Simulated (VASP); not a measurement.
Ge, 2 atoms in the cell. It takes space group C2/c (No. 15, monoclinic). The conventional cell has a = 7.209 Å, b = 2.874 Å, c = 4.992 Å, α = 90.00°, β = 132.67°, γ = 90.00°. Within 3.5 Å of Ge (site symmetry 2) lie 8 Ge at 2.68 to 3.08 Å. 

| Quantity | Value |
| --- | --- |
| Program | VASP 6.6.1 |
| Task | single point |
| Functional | PBEsol |
| Potentials or basis | VASP PAW PBE potentials, release 64 (Ge_d) |
| Cutoff | 500 eV |
| k mesh | 9 × 9 × 9 |
| Occupations | fermi-dirac, width 0.05 eV |
| Spin | no spin polarisation |
| Dipole correction | no |
| Further INCAR settings | ALGO = Normal; EDIFF = 1e-06; NBANDS = 21 |

Potentials or basis: VASP PAW PBE potentials, release 64 (Ge_d).

Launch:

```console
$ cat potpaw_PBE.64/Ge_d/POTCAR > POTCAR
$ mpirun -np 1 vasp_std > vasp.out
```

Hardware: 1 thread of Intel(R) Xeon(R) 6975P-C (Granite Rapids), with other jobs on the host.

Task: Estimate the wall time of this run.

Result: Run time: 64 s on 1 thread of Intel(R) Xeon(R) 6975P-C (Granite Rapids) (shared host), peak memory 0.24 GiB. Counts: scf iterations 10, k points 205.
